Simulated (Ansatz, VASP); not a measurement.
Mg in VASP and in Ansatz

```
Mg
1.0
     3.05030    0.00000    0.00000
    -1.52515    2.64164    0.00000
     0.00000    0.00000    3.04484
Mg
1
Direct
  0.00000 0.00000 0.00000
```

Alike in both runs: task single point; functional revPBE; k mesh 9 × 9 × 8; no spin polarisation.

```csv
,VASP,Ansatz
version,VASP 6.6.1,Ansatz 0.2.0
potentials or method,"VASP PAW PBE potentials, release 64 (Mg), cutoff 520 eV","scalar-relativistic, plane waves, PAW"
occupations,tetrahedron,tetrahedron-uncorrected
valence electrons in the cell,2,10
```

```csv
,VASP,Ansatz,Ansatz less VASP
gap on the k mesh at the Fermi level (eV),none,none,-
pressure (GPa),2.5,2.7,+0.14
"traceless stress, the component that is largest in VASP (GPa)",1.81,1.77,-0.043
```

VASP's potentials were made for PBE, not for revPBE. A gap of «none» marks a metal or a gap that the smearing closes. VASP's potentials hold 2 valence electrons a cell and Ansatz's 10, so a difference there can come from the potentials and not from the codes. Ansatz's warnings: band table not solved further.
